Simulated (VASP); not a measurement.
# W (Im-3m) in VASP: a series of runs

Runs on W. Level: RPBE+D4. Tasks: single point.

All numbers are computed with VASP 6.6.1; they aren't measurements. Logs are shortened: lines on timing, memory, paths and dates and some standing lists are left out, and cuts for length are marked.

### 1 The cell of the first run

It takes space group Im-3m (No. 229, cubic). The conventional cell has a = 3.143 Å, b = 3.143 Å, c = 3.143 Å, α = 90.00°, β = 90.00°, γ = 90.00°. Within 3.6 Å of W (site symmetry m-3m) lie 14 W at 2.72 to 3.14 Å.

### 2 Single point, RPBE+D4

INCAR

```
SYSTEM = W
PREC     = Accurate       ! precision mode
ENCUT    = 520            ! plane-wave cutoff, eV
EDIFF    = 1E-6           ! SCF threshold, eV
ISMEAR   = -1             ! smearing method
SIGMA    = 0.05           ! smearing width, eV
LREAL    = .False.        ! projectors in reciprocal space
LASPH    = .True.         ! aspherical terms in the spheres
NELM     = 80             ! most SCF steps
ALGO     = Normal         ! electronic algorithm
ISIF     = 2              ! what is computed and relaxed
LWAVE    = .False.        ! write WAVECAR
LCHARG   = .False.        ! write CHGCAR
GGA      = RP             ! functional
IVDW     = 13             ! dispersion correction
NBANDS   = 13             ! bands
```

KPOINTS

```
regular mesh
0
Gamma
  12 12 12
  0 0 0
```

POSCAR

```
W
1.0
   -1.5717249149      1.5717249149      1.5717249149
    1.5717249149     -1.5717249149      1.5717249149
    1.5717249149      1.5717249149     -1.5717249149
W
1
Direct
    0.0000000000      0.0000000000      0.0000000000
```

Potentials or basis: VASP PAW PBE potentials, release 64 (W_sv).

Started as:

```bash
> cat potpaw_PBE.64/W_sv/POTCAR > POTCAR
> mpirun -np 1 vasp_std > vasp.out
```

OUTCAR:

```text
SYSTEM = W
   PREC = Accurate
   ENCUT = 520
   EDIFF = 1E-6
   ISMEAR = -1
   LREAL = .False.
   LASPH = .True.
   NELM = 80
   ISIF = 2
   GGA = RP
   IVDW = 13

 ion  position               nearest neighbor table
   1  0.000  0.000  0.000-

  LATTYP: Found a body centered cubic cell.
 ALAT       =     3.1434498298

  Lattice vectors:

 A1 = (  -1.5717249149,   1.5717249149,   1.5717249149)
 A2 = (   1.5717249149,  -1.5717249149,   1.5717249149)
 A3 = (   1.5717249149,   1.5717249149,  -1.5717249149)

Analysis of symmetry for initial positions (statically):
=====================================================================
 Subroutine PRICEL returns:
 Original cell was already a primitive cell.

 Routine SETGRP: Setting up the symmetry group for a
 body centered cubic supercell.

 Subroutine GETGRP returns: Found 48 space group operations
 (whereof 48 operations were pure point group operations)
 out of a pool of 48 trial point group operations.

The static configuration has the point symmetry O_h .

Analysis of symmetry for dynamics (positions and initial velocities):
=====================================================================
 Subroutine PRICEL returns:
 Original cell was already a primitive cell.

 Routine SETGRP: Setting up the symmetry group for a
 body centered cubic supercell.

 Subroutine GETGRP returns: Found 48 space group operations
 (whereof 48 operations were pure point group operations)
 out of a pool of 48 trial point group operations.

The dynamic configuration has the point symmetry O_h .

 Subroutine INISYM returns: Found 48 space group operations
 (whereof 48 operations are pure point group operations),
 and found     1 'primitive' translations

----------------------------------------------------------------------------------------

                                     Primitive cell

  volume of cell :      15.5306

  direct lattice vectors                    reciprocal lattice vectors
    -1.571724915  1.571724915  1.571724915     0.000000000  0.318121826  0.318121826
     1.571724915 -1.571724915  1.571724915     0.318121826  0.000000000  0.318121826
     1.571724915  1.571724915 -1.571724915     0.318121826  0.318121826  0.000000000

  length of vectors
     2.722307408  2.722307408  2.722307408     0.449892201  0.449892201  0.449892201

  position of ions in fractional coordinates (direct lattice)
     0.000000000  0.000000000  0.000000000

  ion indices of the primitive-cell ions
   primitive index   ion index
                 1           1

----------------------------------------------------------------------------------------

 KPOINTS: regular mesh

Automatic generation of k-mesh.
 Grid dimensions read from file:
 generate k-points for:   12   12   12

 Generating k-lattice:

  Cartesian coordinates                     Fractional coordinates (reciprocal lattice)
     0.000000000  0.026510152  0.026510152     0.083333333  0.000000000  0.000000000
     0.026510152  0.000000000  0.026510152     0.000000000  0.083333333  0.000000000
     0.026510152  0.026510152  0.000000000     0.000000000  0.000000000  0.083333333

  Length of vectors
     0.037491017  0.037491017  0.037491017

  Shift w.r.t. Gamma in fractional coordinates (k-lattice)
     0.000000000  0.000000000  0.000000000

 Subroutine IBZKPT returns following result:
 ===========================================

 Found     72 irreducible k-points:

 Following reciprocal coordinates:
            Coordinates               Weight
  0.000000  0.000000  0.000000      1.000000
  0.083333  0.000000  0.000000     12.000000
  0.166667  0.000000  0.000000     12.000000
  0.250000  0.000000  0.000000     12.000000
  0.333333  0.000000  0.000000     12.000000
  0.416667  0.000000  0.000000     12.000000
[... 16 lines left out ...]
  0.333333  0.083333  0.083333     24.000000
  0.416667  0.083333  0.083333     12.000000
 [... further k-points ...]
   k-points           NKPTS =     72   k-points in BZ     NKDIM =     72   number of bands    NBANDS=     13
   number of dos      NEDOS =    301   number of ions     NIONS =      1
   total plane-waves  NPLWV =   8000
   dimension x,y,z NGX =    20 NGY =   20 NGZ =   20
   dimension x,y,z NGXF=    40 NGYF=   40 NGZF=   40
   ions per type =               1
   NGX,Y,Z   is equivalent  to a cutoff of  12.21, 12.21, 12.21 a.u.
   NGXF,Y,Z  is equivalent  to a cutoff of  24.43, 24.43, 24.43 a.u.
 SYSTEM =  W
   PREC   = accura    normal or accurate (medium, high low for compatibility)
   ISTART =      0    job   : 0-new  1-cont  2-samecut
   ICHARG =      2    charge: 1-file 2-atom 10-const
   ISPIN  =      1    spin polarized calculation?
   LNONCOLLINEAR =      F non collinear calculations
   LSORBIT =      F    spin-orbit coupling
   LASPH  =      T    aspherical Exc in radial PAW
   ENCUT  =  520.0 eV  38.22 Ry    6.18 a.u.   5.06  5.06  5.06*2*pi/ulx,y,z
   NELM   =     80;   NELMIN=  2; NELMDL= -5     # of ELM steps
   EDIFF  = 0.1E-05   stopping-criterion for ELM
   LREAL  =      F    real-space projection
   EDIFFG = 0.1E-04   stopping-criterion for IOM
   NSW    =      0    number of steps for IOM
   IBRION =     -1    ionic relax: 0-MD 1-quasi-New 2-CG
   NFREE  =      0    steps in history (QN), initial steepest desc. (CG)
   ISIF   =      2    stress and relaxation
   ISYM   =      2    0-nonsym 1-usesym 2-fastsym
   POTIM  = 0.5000    time-step for ionic-motion
   TEBEG  =    0.0;   TEEND  =   0.0 temperature during run
   PSTRESS=    0.0 pullay stress
   NELECT =      14.0000    total number of electrons
   NUPDOWN=      -1.0000    fix difference up-down
   EMIN   =  10.00;   EMAX   =-10.00  energy-range for DOS
   EFERMI =   0.00;   METHOD = LEGACY
   ISMEAR =    -1;   SIGMA  =   0.05  broadening in eV -4-tet -1-fermi 0-gaus
   EFERMI_NEDOS =   21; number of points for ismear=-14 and -15
   IALGO  =     38    algorithm
   IMIX   =      4    mixing-type and parameters
     AMIX     =   0.40;   BMIX     =  1.00
     AMIX_MAG =   1.60;   BMIX_MAG =  1.00
  volume/ion in A,a.u.               =      15.53       104.81
  Fermi-wavevector in a.u.,A,eV,Ry     =   1.581446  2.988499 34.027773  2.500971
  Thomas-Fermi vector in A             =   2.681520
   LORBIT       =      0    0 simple, 1 ext, 2 COOP (PROOUT), +10 PAW based schemes
   GGA     = RP    functional components
   LHFCALC =     F    Hartree Fock is set to
   AEXX    =    0.0000 exact exchange contribution
   IVDW    =    13    specifies the selected vdW correction
   LEPSILON=     F    determine dielectric tensor
   LRPA    =     F    only Hartree local field effects (RPA)
 non-spin polarized calculation
  energy-cutoff  :      520.00
  volume of cell :       15.53
 maximum number of plane-waves:       430
   NGX = 11   NGY = 11   NGZ = 11

 number of electron      14.0000005 magnetization

 Free energy of the ion-electron system (eV)
  ---------------------------------------------------
  ext. energy  EPLUGINS =         0.00000000
  ---------------------------------------------------
  free energy    TOTEN  =       -12.36276973 eV

  energy without entropy =      -12.35783789  energy(sigma->0) =      -12.36030381

 E-fermi :  11.7488     XC(G=0): -13.7059

 val. band max:       11.7190122677   @ k =   0.4167   0.0833   0.0000
 cond. band min:      11.7557689416   @ k =  -0.1667   0.1667   0.0833
 fundamental gap:      0.0367566739
 Fermi energy:        11.7488423766

 k-point     1 :       0.0000    0.0000    0.0000
  band No.  band energies     occupation
      1     -62.3581      2.00000
      2     -25.8852      2.00000
      3     -25.8852      2.00000
      4     -25.8852      2.00000
      5       2.0754      2.00000
      6      10.5697      2.00000
      7      10.5697      2.00000
      8      10.5697      2.00000
      9      14.1573      0.00000
     10      14.1573      0.00000
     11      26.3581      0.00000
     12      26.3581      0.00000
     13      26.3581      0.00000

 k-point     2 :       0.0833    0.0000    0.0000
  band No.  band energies     occupation
      1     -62.3483      2.00000
      2     -25.9849      2.00000
      3     -25.9162      2.00000
      4     -25.8858      2.00000
      5       2.4169      2.00000
      6      10.3616      2.00000
      7      10.5145      2.00000
      8      10.9023      2.00000
      9      13.8415      0.00000
     10      14.1595      0.00000
     11      26.6457      0.00000
     12      26.9397      0.00000
     13      27.1893      0.00000

 k-point     3 :       0.1667    0.0000    0.0000
  band No.  band energies     occupation
      1     -62.3216      2.00000
      2     -26.2510      2.00000
      3     -25.9998      2.00000
      4     -25.8873      2.00000
      5       3.3474      2.00000
      6       9.8399      2.00000
      7      10.2491      2.00000
      8      11.8749      0.14879
      9      13.4312      0.00000
     10      14.2017      0.00000
     11      27.1428      0.00000
     12      28.5732      0.00000
     13      28.8231      0.00000
[... 305 lines left out ...]
 k-point    23 :       0.3333    0.0833    0.0833
  band No.  band energies     occupation
      1     -62.2175      2.00000
      2     -27.1099      2.00000
      3     -26.3500      2.00000
      4     -25.9836      2.00000
      5       6.1437      2.00000
      6       8.2237      2.00000
      7      10.7527      2.00000
      8      14.2908      0.00000
      9      14.9918      0.00000
     10      18.6113      0.00000
     11      23.2138      0.00000
     12      24.5810      0.00000
     13      28.6943      0.00000

 k-point    24 :       0.4167    0.0833    0.0833
  band No.  band energies     occupation
      1     -62.2088      2.00000
      2     -27.1683      2.00000
      3     -26.3941      2.00000
      4     -25.9863      2.00000
      5       6.1006      2.00000
      6       8.1228      2.00000
      7      11.5746      1.94055
      8      14.3169      0.00000
      9      15.1128      0.00000
     10      19.4507      0.00000
     11      22.0686      0.00000
     12      24.0970      0.00000
     13      28.1744      0.00000

 [... further k-points ...]

------------------------ aborting loop because EDIFF is reached ----------------------------------------

  DFT-D4 for vdW energy calculation

  Edisp (eV):   -1.24122

  FORCE on cell =-STRESS in cart. coord.  units (eV):
  Direction    XX          YY          ZZ          XY          YZ          ZX
  --------------------------------------------------------------------------------------
  -------------------------------------------------------------------------------------
  Total       0.46075     0.46075     0.46075     0.00000     0.00000    -0.00000
  in kB      47.53161    47.53161    47.53161     0.00000     0.00000    -0.00000
  external pressure =       47.53 kB  Pullay stress =        0.00 kB

 VOLUME and BASIS-vectors are now :
 -----------------------------------------------------------------------------
  energy-cutoff  :      520.00
  volume of cell :       15.53
      direct lattice vectors                 reciprocal lattice vectors
    -1.571724915  1.571724915  1.571724915     0.000000000  0.318121826  0.318121826
     1.571724915 -1.571724915  1.571724915     0.318121826  0.000000000  0.318121826
     1.571724915  1.571724915 -1.571724915     0.318121826  0.318121826  0.000000000

 POSITION                                       TOTAL-FORCE (eV/Angst)
 -----------------------------------------------------------------------------------
      0.00000      0.00000      0.00000        -0.000000      0.000000     -0.000000
 -----------------------------------------------------------------------------------
    total drift:                                0.000000     -0.000000      0.000000

  FREE ENERGIE OF THE ION-ELECTRON SYSTEM (eV)
  ---------------------------------------------------
  free  energy   TOTEN  =       -13.6039942547 eV

  energy  without entropy=      -13.5990624153  energy(sigma->0) =      -13.60152833
```

Run time: 8.3 s. Hardware: 1 thread of Intel Xeon 6975P-C, shared host; peak memory 0.13 GiB.

Results:

| Item | Value |
| --- | --- |
| Free energy | -13.6040 eV |
| Pressure | 4.8 GPa |
| Band gap on the k mesh | zero (band 7 reaches 17.14 eV, above the bottom of band 8 at 10.57 eV) |
| Dispersion energy per atom | -1.241 eV |

Levels at points of the mesh, in eV from the Fermi level:
```csv
k point,band 3,band 4,band 5,band 6,band 7,band 8,band 9,band 10,band 11,band 12
"(0.00, 0.00, 0.00)",-37.63,-37.63,-9.67,-1.18,-1.18,-1.18,2.41,2.41,14.61,14.61
"(0.50, 0.00, 0.00)",-38.08,-37.64,-6.33,-3.59,0.80,2.31,3.32,6.41,11.52,11.59
"(0.50, 0.50, 0.50)",-38.59,-38.59,-5.92,-5.92,5.39,5.39,5.39,8.47,8.47,8.47
```

Caveat: the PAW data sets were made with another functional, which shifts forces and pressure a little; spin-orbit coupling is left out, which moves the levels of the heavy elements; pairwise dispersion overbinds metals, which lowers pressure and volume.

### 3 Single point, RPBE+D4

This run uses another cell than the first one, of 15.85 Å³/atom, 1.020 times its volume.

INCAR

```
PREC = Accurate ; ENCUT = 520
EDIFF = 1E-7 ; ISMEAR = -1
SIGMA = 0.05 ; LREAL = F
LASPH = T ; NELM = 100
ALGO = Normal ; ISIF = 2
LWAVE = F ; LCHARG = F
GGA = RP ; IVDW = 13
NBANDS = 13
```

KPOINTS

```
regular mesh
0
Gamma
  12 12 12
```

POSCAR

```
W
1.0
   -1.5823450000      1.5823450000      1.5823450000
    1.5823450000     -1.5823450000      1.5823450000
    1.5823450000      1.5823450000     -1.5823450000
W
1
Direct
    0.0000000000      0.0000000000      0.0000000000
```

Potentials or basis: VASP PAW PBE potentials, release 64 (W_sv).

Started as:

```bash
> cat potpaw_PBE.64/W_sv/POTCAR > POTCAR
> mpirun -np 1 vasp_std > vasp.out
```

OUTCAR:

```text
PREC = Accurate
   ENCUT = 520
   EDIFF = 1E-7
   ISMEAR = -1
   LREAL = F
   LASPH = T
   NELM = 100
   ISIF = 2
   GGA = RP
   IVDW = 13

 ion  position               nearest neighbor table
   1  0.000  0.000  0.000-

  LATTYP: Found a body centered cubic cell.
 ALAT       =     3.1646900000

  Lattice vectors:

 A1 = (  -1.5823450000,   1.5823450000,   1.5823450000)
 A2 = (   1.5823450000,  -1.5823450000,   1.5823450000)
 A3 = (   1.5823450000,   1.5823450000,  -1.5823450000)

Analysis of symmetry for initial positions (statically):
=====================================================================
 Subroutine PRICEL returns:
 Original cell was already a primitive cell.

 Routine SETGRP: Setting up the symmetry group for a
 body centered cubic supercell.

 Subroutine GETGRP returns: Found 48 space group operations
 (whereof 48 operations were pure point group operations)
 out of a pool of 48 trial point group operations.

The static configuration has the point symmetry O_h .

[... 165 lines left out ...]
  band No.  band energies     occupation
      1     -62.6844      2.00000
      2     -26.2423      2.00000
      3     -26.2423      2.00000
      4     -26.2423      2.00000
      5       1.8924      2.00000
      6      10.3072      2.00000
      7      10.3072      2.00000
      8      10.3072      2.00000
      9      13.8129      0.00000
     10      13.8129      0.00000
     11      26.0186      0.00000
     12      26.0186      0.00000
     13      26.0186      0.00000
[... 354 lines left out ...]
  band No.  band energies     occupation
      1     -62.5481      2.00000
      2     -27.4421      2.00000
      3     -26.7190      2.00000
      4     -26.3358      2.00000
      5       5.9202      2.00000
      6       7.9215      2.00000
      7      11.2335      1.96635
      8      13.9530      0.00000
      9      14.7279      0.00000
     10      18.9490      0.00000
     11      21.4874      0.00000
     12      23.7181      0.00000
     13      27.5581      0.00000

 [... further k-points ...]

------------------------ aborting loop because EDIFF is reached ----------------------------------------

  DFT-D4 for vdW energy calculation

  Edisp (eV):   -1.21703

  FORCE on cell =-STRESS in cart. coord.  units (eV):
  Direction    XX          YY          ZZ          XY          YZ          ZX
  --------------------------------------------------------------------------------------
  -------------------------------------------------------------------------------------
  Total      -0.17416    -0.17416    -0.17416     0.00000     0.00000    -0.00000
  in kB     -17.60742   -17.60742   -17.60742     0.00000     0.00000    -0.00000
  external pressure =      -17.61 kB  Pullay stress =        0.00 kB

 VOLUME and BASIS-vectors are now :
 -----------------------------------------------------------------------------
  energy-cutoff  :      520.00
  volume of cell :       15.85
      direct lattice vectors                 reciprocal lattice vectors
    -1.582345000  1.582345000  1.582345000     0.000000000  0.315986716  0.315986716
     1.582345000 -1.582345000  1.582345000     0.315986716  0.000000000  0.315986716
     1.582345000  1.582345000 -1.582345000     0.315986716  0.315986716  0.000000000

 POSITION                                       TOTAL-FORCE (eV/Angst)
 -----------------------------------------------------------------------------------
      0.00000      0.00000      0.00000         0.000000      0.000000     -0.000000
 -----------------------------------------------------------------------------------
    total drift:                                0.000000     -0.000000      0.000000

  FREE ENERGIE OF THE ION-ELECTRON SYSTEM (eV)
  ---------------------------------------------------
  free  energy   TOTEN  =       -13.6071120772 eV

  energy  without entropy=      -13.6025342763  energy(sigma->0) =      -13.60482318
```

OSZICAR:

```text
N       E                     dE             d eps       ncg     rms          rms(c)
DAV:   1     0.870382247314E+02    0.87038E+02   -0.76751E+03  1877   0.125E+03
DAV:   2    -0.112684156830E+02   -0.98307E+02   -0.94058E+02  2097   0.319E+02
DAV:   3    -0.129665249424E+02   -0.16981E+01   -0.16921E+01  2057   0.404E+01
DAV:   4    -0.129735384396E+02   -0.70135E-02   -0.70133E-02  2062   0.283E+00
DAV:   5    -0.129735943587E+02   -0.55919E-04   -0.55919E-04  2087   0.243E-01    0.206E+01
DAV:   6    -0.125171409816E+02    0.45645E+00   -0.39004E-01  1952   0.848E+00    0.835E+00
DAV:   7    -0.123933748654E+02    0.12377E+00   -0.21965E-01  2062   0.608E+00    0.688E-01
DAV:   8    -0.123900984677E+02    0.32764E-02   -0.46151E-03  1902   0.875E-01    0.868E-02
DAV:   9    -0.123900952968E+02    0.31709E-05   -0.12731E-04  2132   0.148E-01    0.426E-02
DAV:  10    -0.123900849631E+02    0.10334E-04   -0.16494E-05  1972   0.565E-02    0.526E-03
DAV:  11    -0.123900859301E+02   -0.96694E-06   -0.41930E-07  1917   0.810E-03    0.659E-04
DAV:  12    -0.123900856668E+02    0.26323E-06   -0.95690E-09  1101   0.126E-03    0.149E-04
DAV:  13    -0.123900856843E+02   -0.17512E-07   -0.69170E-10   951   0.363E-04
   1 F= -.13607112E+02 E0= -.13604823E+02  d E =-.457780E-02
```

Wall time 8.6 s (1 thread of Intel Xeon 6975P-C, shared host); peak memory 0.13 GiB.

Results:

* Free energy: -13.6071 eV
* Pressure: -1.8 GPa
* Band gap on the k mesh: zero (band 7 reaches 16.70 eV, above the bottom of band 8 at 10.31 eV)
* Dispersion energy per atom: -1.217 eV

Caveat: the PAW data sets were made with another functional, which shifts forces and pressure a little; spin-orbit coupling is left out, which moves the levels of the heavy elements; pairwise dispersion overbinds metals, which lowers pressure and volume.

(Part 1 of 2 ends here.)
